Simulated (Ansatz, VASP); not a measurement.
One calculation of BiP, two programs

```
CELL_PARAMETERS angstrom
3.47446 0.00000 0.00000
0.00000 3.47446 0.00000
0.00000 0.00000 4.19845
ATOMIC_POSITIONS crystal
Bi 0.00000 0.00000 0.70602
P 0.00000 0.00000 0.16804
```

Alike in both runs: task relaxation of cell and atoms; functional PBE; k mesh 6 × 6 × 4; occupations gaussian, width 0.1 eV; no spin polarisation.

|  | VASP | Ansatz |
| --- | --- | --- |
| version | VASP 6.6.1 | Ansatz 0.2.0 |
| potentials or method | VASP PAW PBE potentials, release 64 (Bi_d, P), cutoff 500 eV | scalar-relativistic, plane waves, PAW |
| valence electrons in the cell | 20 | 20 |

Ansatz gave:

* gap on the k mesh at the Fermi level, each at its own relaxed structure (eV): none
* relaxed volume (Å³/atom): 26.89
* relaxed cell length with the largest relative difference (Å): 5.915

Question: Estimate VASP's values.

Answer: gap on the k mesh at the Fermi level, each at its own relaxed structure (eV): none; relaxed volume (Å³/atom): 26.87; relaxed cell length with the largest relative difference (Å): 5.905.

A gap of «none» marks a metal or a gap that the smearing closes.

The k mesh is coarse, so the values compare programs but aren't converged. Spin-orbit coupling is off throughout.
